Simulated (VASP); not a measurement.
# CaO (I4/mmm) in VASP: notebook

The runs below take CaO through single point, with PBE.

Program: VASP 6.6.1. These are calculated values, not measurements. Logs are shortened: lines on timing, memory, paths and dates and some standing lists are left out, and cuts for length are marked.

## (1) The cell of the first run

Symmetry: I4/mmm, No. 139, tetragonal system. Conventional cell: a = 3.411 Å, b = 3.411 Å, c = 4.898 Å, α = 90.00°, β = 90.00°, γ = 90.00°. Ca (site symmetry 4/mmm) has 6 O at 2.41 to 2.45 Å within 3.2 Å. Within 3.2 Å of O (site symmetry 4/mmm) lie 6 Ca at 2.41 to 2.45 Å.

## (2) Single point, PBE (strain -0.015 along x and y, +0.000 along z)

INCAR reads:

```
SYSTEM = CaO
  ALGO = Normal
  EDIFF = 1E-6
  ENCUT = 520
  GGA = PE
  ISIF = 2
  ISMEAR = 0
  LASPH = .True.
  LCHARG = .False.
  LREAL = .False.
  LWAVE = .False.
  NBANDS = 15
  NELM = 60
  PREC = Accurate
  SIGMA = 0.05
```

KPOINTS reads:

```
k-points
0
Gamma
  8 8 8
  0 0 0
```

POSCAR reads:

```
CaO
1.0
    0.0000000000      2.4122650000      2.4490000000
    2.4122650000      0.0000000000      2.4490000000
    2.4122650000      2.4122650000      0.0000000000
Ca O
1 1
Direct
    0.0000000000      0.0000000000      0.0000000000
    0.5000000000      0.5000000000      0.5000000000
```

Potentials or basis: VASP PAW PBE potentials, release 64 (Ca_sv, O).

On the command line:

```bash
cat potpaw_PBE.64/Ca_sv/POTCAR potpaw_PBE.64/O/POTCAR > POTCAR
mpirun -np 1 vasp_std > vasp.out
```

OUTCAR:

```text
SYSTEM = CaO
   EDIFF = 1E-6
   ENCUT = 520
   GGA = PE
   ISIF = 2
   ISMEAR = 0
   LASPH = .True.
   LREAL = .False.
   NELM = 60
   PREC = Accurate

 ion  position               nearest neighbor table
   1  0.000  0.000  0.000-   2 2.41   2 2.41   2 2.41   2 2.41   2 2.45   2 2.45
   2  0.500  0.500  0.500-   1 2.41   1 2.41   1 2.41   1 2.41   1 2.45   1 2.45

  LATTYP: Found a body centered tetragonal cell.
 ALAT       =     3.4114578790
 C/A-ratio  =     1.4357498095

  Lattice vectors:

 A1 = (  -2.4122650000,   0.0000000000,   2.4490000000)
 A2 = (   2.4122650000,   0.0000000000,   2.4490000000)
 A3 = (   0.0000000000,   2.4122650000,  -2.4490000000)

Analysis of symmetry for initial positions (statically):
=====================================================================
 Subroutine PRICEL returns:
 Original cell was already a primitive cell.

 Routine SETGRP: Setting up the symmetry group for a
 body centered tetragonal supercell.

 Subroutine GETGRP returns: Found 16 space group operations
 (whereof 16 operations were pure point group operations)
 out of a pool of 16 trial point group operations.

The static configuration has the point symmetry D_4h.

Analysis of symmetry for dynamics (positions and initial velocities):
=====================================================================
 Subroutine PRICEL returns:
 Original cell was already a primitive cell.

 Routine SETGRP: Setting up the symmetry group for a
 body centered tetragonal supercell.

 Subroutine GETGRP returns: Found 16 space group operations
 (whereof 16 operations were pure point group operations)
 out of a pool of 16 trial point group operations.

The dynamic configuration has the point symmetry D_4h.

 Subroutine INISYM returns: Found 16 space group operations
 (whereof 16 operations are pure point group operations),
 and found     1 'primitive' translations

----------------------------------------------------------------------------------------

                                     Primitive cell

  volume of cell :      28.5016

  direct lattice vectors                    reciprocal lattice vectors
     0.000000000  2.412265000  2.449000000    -0.207274076  0.207274076  0.204164965
     2.412265000  0.000000000  2.449000000     0.207274076 -0.207274076  0.204164965
     2.412265000  2.412265000  0.000000000     0.207274076  0.207274076 -0.204164965

  length of vectors
     3.437531590  3.437531590  3.411457879     0.357223206  0.357223206  0.357223206

  position of ions in fractional coordinates (direct lattice)
     0.000000000  0.000000000  0.000000000
     0.500000000  0.500000000  0.500000000

  ion indices of the primitive-cell ions
   primitive index   ion index
                 1           1
                 2           2

----------------------------------------------------------------------------------------

 KPOINTS: k-points

Automatic generation of k-mesh.
 Grid dimensions read from file:
 generate k-points for:    8    8    8

 Generating k-lattice:

  Cartesian coordinates                     Fractional coordinates (reciprocal lattice)
    -0.025909260  0.025909260  0.025520621     0.125000000  0.000000000  0.000000000
     0.025909260 -0.025909260  0.025520621     0.000000000  0.125000000  0.000000000
     0.025909260  0.025909260 -0.025520621    -0.000000000 -0.000000000  0.125000000

  Length of vectors
     0.044652901  0.044652901  0.044652901

  Shift w.r.t. Gamma in fractional coordinates (k-lattice)
     0.000000000  0.000000000  0.000000000

 Subroutine IBZKPT returns following result:
 ===========================================

 Found     59 irreducible k-points:

 Following reciprocal coordinates:
            Coordinates               Weight
  0.000000  0.000000  0.000000      1.000000
  0.125000  0.000000  0.000000      8.000000
  0.250000  0.000000  0.000000      8.000000
  0.375000  0.000000  0.000000      8.000000
  0.500000  0.000000  0.000000      4.000000
  0.125000  0.125000  0.000000      2.000000
[... 16 lines left out ...]
  0.250000  0.000000  0.125000     16.000000
  0.375000  0.000000  0.125000     16.000000
 [... further k-points ...]
   k-points           NKPTS =     59   k-points in BZ     NKDIM =     59   number of bands    NBANDS=     15
   number of dos      NEDOS =    301   number of ions     NIONS =      2
   total plane-waves  NPLWV =  21952
   dimension x,y,z NGX =    28 NGY =   28 NGZ =   28
   dimension x,y,z NGXF=    56 NGYF=   56 NGZF=   56
   ions per type =               1   1
   NGX,Y,Z   is equivalent  to a cutoff of  13.54, 13.54, 13.64 a.u.
   NGXF,Y,Z  is equivalent  to a cutoff of  27.08, 27.08, 27.29 a.u.
 SYSTEM =  CaO
   PREC   = accura    normal or accurate (medium, high low for compatibility)
   ISTART =      0    job   : 0-new  1-cont  2-samecut
   ICHARG =      2    charge: 1-file 2-atom 10-const
   ISPIN  =      1    spin polarized calculation?
   LNONCOLLINEAR =      F non collinear calculations
   LSORBIT =      F    spin-orbit coupling
   LASPH  =      T    aspherical Exc in radial PAW
   ENCUT  =  520.0 eV  38.22 Ry    6.18 a.u.   6.39  6.39  6.34*2*pi/ulx,y,z
   NELM   =     60;   NELMIN=  2; NELMDL= -5     # of ELM steps
   EDIFF  = 0.1E-05   stopping-criterion for ELM
   LREAL  =      F    real-space projection
   EDIFFG = 0.1E-04   stopping-criterion for IOM
   NSW    =      0    number of steps for IOM
   IBRION =     -1    ionic relax: 0-MD 1-quasi-New 2-CG
   NFREE  =      0    steps in history (QN), initial steepest desc. (CG)
   ISIF   =      2    stress and relaxation
   ISYM   =      2    0-nonsym 1-usesym 2-fastsym
   POTIM  = 0.5000    time-step for ionic-motion
   TEBEG  =    0.0;   TEEND  =   0.0 temperature during run
   PSTRESS=    0.0 pullay stress
   NELECT =      16.0000    total number of electrons
   NUPDOWN=      -1.0000    fix difference up-down
   EMIN   =  10.00;   EMAX   =-10.00  energy-range for DOS
   EFERMI =   0.00;   METHOD = LEGACY
   ISMEAR =     0;   SIGMA  =   0.05  broadening in eV -4-tet -1-fermi 0-gaus
   EFERMI_NEDOS =   21; number of points for ismear=-14 and -15
   IALGO  =     38    algorithm
   IMIX   =      4    mixing-type and parameters
     AMIX     =   0.40;   BMIX     =  1.00
     AMIX_MAG =   1.60;   BMIX_MAG =  1.00
  volume/ion in A,a.u.               =      14.25        96.17
  Fermi-wavevector in a.u.,A,eV,Ry     =   1.350492  2.552059 24.814681  1.823828
  Thomas-Fermi vector in A             =   2.477992
   LORBIT       =      0    0 simple, 1 ext, 2 COOP (PROOUT), +10 PAW based schemes
   GGA     = PE    functional components
   LHFCALC =     F    Hartree Fock is set to
   AEXX    =    0.0000 exact exchange contribution
   IVDW    =     0    specifies the selected vdW correction
   LEPSILON=     F    determine dielectric tensor
   LRPA    =     F    only Hartree local field effects (RPA)
 non-spin polarized calculation
 Gauss-broadening in eV      SIGMA  =   0.05
  energy-cutoff  :      520.00
  volume of cell :       28.50
 maximum number of plane-waves:       783
 NGX is ok and might be reduce to    28
   NGX = 13   NGY = 13   NGZ = 13

 number of electron      16.0000002 magnetization

 Free energy of the ion-electron system (eV)
  ---------------------------------------------------
  ext. energy  EPLUGINS =         0.00000000
  ---------------------------------------------------
  free energy    TOTEN  =       -12.80370353 eV

  energy without entropy =      -12.80370353  energy(sigma->0) =      -12.80370353

 E-fermi :   2.5817     XC(G=0): -10.3469

 val. band max:        2.2133544146   @ k =   0.0000   0.0000   0.0000
 cond. band min:       5.8294636612   @ k =   0.5000   0.0000   0.5000
 fundamental gap:      3.6161092465
 Fermi energy:         2.5816768416

 k-point     1 :       0.0000    0.0000    0.0000
  band No.  band energies     occupation
      1     -35.5429      2.00000
      2     -16.3336      2.00000
      3     -16.3209      2.00000
      4     -16.3208      2.00000
      5     -13.2792      2.00000
      6       2.1812      2.00000
      7       2.2134      2.00000
      8       2.2134      2.00000
      9       6.6971      0.00000
     10       8.2971      0.00000
     11       8.3961      0.00000
     12       8.3961      0.00000
     13       9.7625      0.00000
     14       9.8873      0.00000
     15      17.1105      0.00000

 k-point     2 :       0.1250    0.0000    0.0000
  band No.  band energies     occupation
      1     -35.5296      2.00000
      2     -16.5099      2.00000
      3     -16.3381      2.00000
      4     -16.3272      2.00000
      5     -13.0827      2.00000
      6       1.6757      2.00000
      7       1.9932      2.00000
      8       2.0105      2.00000
      9       7.3752      0.00000
     10       8.3177      0.00000
     11       8.5952      0.00000
     12       8.6462      0.00000
     13      10.1112      0.00000
     14      10.2426      0.00000
     15      17.6557      0.00000

 k-point     3 :       0.2500    0.0000    0.0000
  band No.  band energies     occupation
      1     -35.4974      2.00000
      2     -16.8887      2.00000
      3     -16.3588      2.00000
      4     -16.3425      2.00000
      5     -12.6736      2.00000
      6       0.6988      2.00000
      7       1.5651      2.00000
      8       1.5746      2.00000
      9       8.3735      0.00000
     10       8.8246      0.00000
     11       9.2744      0.00000
     12       9.3021      0.00000
     13      10.9531      0.00000
     14      11.0977      0.00000
     15      17.8629      0.00000
[... 343 lines left out ...]
 k-point    23 :       0.2500    0.0000    0.1250
  band No.  band energies     occupation
      1     -35.4991      2.00000
      2     -16.7822      2.00000
      3     -16.3900      2.00000
      4     -16.3706      2.00000
      5     -12.7670      2.00000
      6       0.7628      2.00000
      7       1.7265      2.00000
      8       1.8286      2.00000
      9       7.6711      0.00000
     10       8.3834      0.00000
     11       9.4701      0.00000
     12       9.5753      0.00000
     13      10.4149      0.00000
     14      11.4969      0.00000
     15      18.3624      0.00000

 k-point    24 :       0.3750    0.0000    0.1250
  band No.  band energies     occupation
      1     -35.4668      2.00000
      2     -17.0809      2.00000
      3     -16.4110      2.00000
      4     -16.3929      2.00000
      5     -12.4698      2.00000
      6       0.1996      2.00000
      7       1.2559      2.00000
      8       1.4437      2.00000
      9       8.0283      0.00000
     10       9.5310      0.00000
     11      10.2071      0.00000
     12      10.2799      0.00000
     13      11.3191      0.00000
     14      12.2926      0.00000
     15      17.1699      0.00000

 [... further k-points ...]
[... 5 lines left out ...]
  --------------------------------------------------------------------------------------
  -------------------------------------------------------------------------------------
  Total        0.0170182      0.0170182     -0.3520405      0.0000000      0.0000000      0.0000000
  in kB        0.9566572      0.9566572    -19.7894782      0.0000000      0.0000000      0.0000000
  external PRESSURE =      -5.9587213 kB  Pullay stress =       0.0000000 kB

 VOLUME and BASIS-vectors are now :
 -----------------------------------------------------------------------------
  energy-cutoff  :      520.00
  volume of cell :       28.50
      direct lattice vectors                 reciprocal lattice vectors
     0.000000000  2.412265000  2.449000000    -0.207274076  0.207274076  0.204164965
     2.412265000  0.000000000  2.449000000     0.207274076 -0.207274076  0.204164965
     2.412265000  2.412265000  0.000000000     0.207274076  0.207274076 -0.204164965

 POSITION                                       TOTAL-FORCE (eV/Angst)
 -----------------------------------------------------------------------------------
      0.00000      0.00000      0.00000         0.000000     -0.000000      0.000000
      2.41227      2.41227      2.44900         0.000000      0.000000     -0.000000
 -----------------------------------------------------------------------------------
    total drift:                                0.000000      0.000000      0.000000

  FREE ENERGIE OF THE ION-ELECTRON SYSTEM (eV)
  ---------------------------------------------------
  free  energy   TOTEN  =       -12.8037035291 eV

  energy  without entropy=      -12.8037035291  energy(sigma->0) =      -12.80370353
```

Run time: 33 s. Hardware: 1 thread of AMD EPYC 7R43 (Zen 3), shared host; peak memory 0.14 GiB.

Results:

* Free energy: -12.8037 eV
* Pressure: -0.6 GPa
* Band gap on the k mesh: 3.62 eV, indirect (least direct gap 4.01 eV)

Caveat: the cell differs from its parent crystal (strain -0.015 along x and y, +0.000 along z). A k mesh can miss the band edges.

## (3) Single point, PBE (strain -0.015 along x and y, +0.030 along z)

INCAR reads:

```
SYSTEM = CaO
PREC = Accurate ; ENCUT = 520
EDIFF = 1E-6 ; ISMEAR = 0
SIGMA = 0.05 ; LREAL = .FALSE.
LASPH = .TRUE. ; NELM = 80
ALGO = Normal ; ISIF = 2
LWAVE = .FALSE. ; LCHARG = .FALSE.
GGA = PE ; NBANDS = 15
```

KPOINTS reads:

```
regular mesh
0
G
  8 8 8
  0 0 0
```

POSCAR reads:

```
CaO
1.0
    0.0000000000      2.4122650000      2.5224700000
    2.4122650000      0.0000000000      2.5224700000
    2.4122650000      2.4122650000      0.0000000000
Ca O
1 1
Direct
    0.0000000000      0.0000000000      0.0000000000
    0.5000000000      0.5000000000      0.5000000000
```

Potentials or basis: VASP PAW PBE potentials, release 64 (Ca_sv, O).

On the command line:

```bash
cat potpaw_PBE.64/Ca_sv/POTCAR potpaw_PBE.64/O/POTCAR > POTCAR
mpirun -np 1 vasp_std > vasp.out
```

OUTCAR:

```text
SYSTEM = CaO
   PREC = Accurate
   ENCUT = 520
   EDIFF = 1E-6
   ISMEAR = 0
   LREAL = .FALSE.
   LASPH = .TRUE.
   NELM = 80
   ISIF = 2
   GGA = PE

 ion  position               nearest neighbor table
   1  0.000  0.000  0.000-   2 2.41   2 2.41   2 2.41   2 2.41   2 2.52   2 2.52
   2  0.500  0.500  0.500-   1 2.41   1 2.41   1 2.41   1 2.41   1 2.52   1 2.52

  LATTYP: Found a body centered tetragonal cell.
 ALAT       =     3.4114578790
 C/A-ratio  =     1.4788223038

  Lattice vectors:

 A1 = (  -2.4122650000,   0.0000000000,   2.5224700000)
 A2 = (   2.4122650000,   0.0000000000,   2.5224700000)
 A3 = (   0.0000000000,   2.4122650000,  -2.5224700000)

Analysis of symmetry for initial positions (statically):
=====================================================================
 Subroutine PRICEL returns:
 Original cell was already a primitive cell.

 Routine SETGRP: Setting up the symmetry group for a
 body centered tetragonal supercell.

 Subroutine GETGRP returns: Found 16 space group operations
 (whereof 16 operations were pure point group operations)
 out of a pool of 16 trial point group operations.

The static configuration has the point symmetry D_4h.

Analysis of symmetry for dynamics (positions and initial velocities):
=====================================================================
 Subroutine PRICEL returns:
 Original cell was already a primitive cell.

 Routine SETGRP: Setting up the symmetry group for a
 body centered tetragonal supercell.

 Subroutine GETGRP returns: Found 16 space group operations
 (whereof 16 operations were pure point group operations)
 out of a pool of 16 trial point group operations.

The dynamic configuration has the point symmetry D_4h.

 Subroutine INISYM returns: Found 16 space group operations
 (whereof 16 operations are pure point group operations),
 and found     1 'primitive' translations

----------------------------------------------------------------------------------------

                                     Primitive cell

  volume of cell :      29.3566

  direct lattice vectors                    reciprocal lattice vectors
[... 116 lines left out ...]
   LEPSILON=     F    determine dielectric tensor
   LRPA    =     F    only Hartree local field effects (RPA)
 non-spin polarized calculation
 Gauss-broadening in eV      SIGMA  =   0.05
  energy-cutoff  :      520.00
  volume of cell :       29.36
 maximum number of plane-waves:       806
 NGX is ok and might be reduce to    28
   NGX = 13   NGY = 13   NGZ = 13

 number of electron      16.0000002 magnetization

 Free energy of the ion-electron system (eV)
  ---------------------------------------------------
  ext. energy  EPLUGINS =         0.00000000
  ---------------------------------------------------
  free energy    TOTEN  =       -12.78177294 eV

  energy without entropy =      -12.78177294  energy(sigma->0) =      -12.78177294

 E-fermi :   2.4113     XC(G=0): -10.2023

 val. band max:        2.0692435705   @ k =   0.0000   0.0000   0.0000
 cond. band min:       5.6540415341   @ k =   0.5000   0.0000   0.5000
 fundamental gap:      3.5847979636
 Fermi energy:         2.4113014458

 k-point     1 :       0.0000    0.0000    0.0000
  band No.  band energies     occupation
      1     -35.8185      2.00000
      2     -16.6484      2.00000
      3     -16.6056      2.00000
      4     -16.6056      2.00000
      5     -13.3876      2.00000
      6       1.9894      2.00000
      7       2.0692      2.00000
      8       2.0692      2.00000
      9       6.2602      0.00000
     10       7.9473      0.00000
     11       8.2332      0.00000
     12       8.2332      0.00000
     13       9.4191      0.00000
     14       9.7302      0.00000
[... 401 lines left out ...]
      2     -17.2999      2.00000
      3     -16.7185      2.00000
      4     -16.6667      2.00000
      5     -12.6347      2.00000
      6       0.0773      2.00000
      7       1.1237      2.00000
      8       1.3007      2.00000
      9       7.7909      0.00000
     10       9.0630      0.00000
     11       9.8769      0.00000
     12      10.0012      0.00000
     13      10.9829      0.00000
     14      12.0521      0.00000
     15      16.6428      0.00000

 [... further k-points ...]
[... 5 lines left out ...]
  --------------------------------------------------------------------------------------
  -------------------------------------------------------------------------------------
  Total       -0.2683539     -0.2683539     -1.1576662      0.0000000      0.0000000     -0.0000000
  in kB      -14.6457791    -14.6457791    -63.1812019      0.0000000      0.0000000     -0.0000000
  external PRESSURE =     -30.8242533 kB  Pullay stress =       0.0000000 kB

 VOLUME and BASIS-vectors are now :
 -----------------------------------------------------------------------------
  energy-cutoff  :      520.00
  volume of cell :       29.36
      direct lattice vectors                 reciprocal lattice vectors
     0.000000000  2.412265000  2.522470000    -0.207274076  0.207274076  0.198218413
     2.412265000  0.000000000  2.522470000     0.207274076 -0.207274076  0.198218413
     2.412265000  2.412265000  0.000000000     0.207274076  0.207274076 -0.198218413

 POSITION                                       TOTAL-FORCE (eV/Angst)
 -----------------------------------------------------------------------------------
      0.00000      0.00000      0.00000         0.000000     -0.000000     -0.000000
      2.41227      2.41227      2.52247        -0.000000      0.000000      0.000000
 -----------------------------------------------------------------------------------
    total drift:                                0.000000      0.000000      0.000000

  FREE ENERGIE OF THE ION-ELECTRON SYSTEM (eV)
  ---------------------------------------------------
  free  energy   TOTEN  =       -12.7817729414 eV

  energy  without entropy=      -12.7817729414  energy(sigma->0) =      -12.78177294
```

stdout:

```text
POSCAR found type information on POSCAR CaO
 POSCAR found :  2 types and       2 ions
 scaLAPACK will be used
 LDA part: xc-table for (Slater+PW92), standard interpolation
 POSCAR, INCAR and KPOINTS ok, starting setup
 FFT: planning ... GRIDC
 FFT: planning ... GRID_SOFT
 FFT: planning ... GRID
 WAVECAR not read
 entering main loop
```

Run time: 38 s. Hardware: 1 thread of AMD EPYC 7R43 (Zen 3), shared host; peak memory 0.13 GiB.

What came out:

```yaml
Free_energy: -12.7818 eV
Pressure: -3.1 GPa
Band_gap_on_the_k_mesh: 3.58 eV, indirect (least direct gap 4.00 eV)
```

Caveat: the cell differs from its parent crystal (strain -0.015 along x and y, +0.030 along z). A k mesh can miss the band edges.
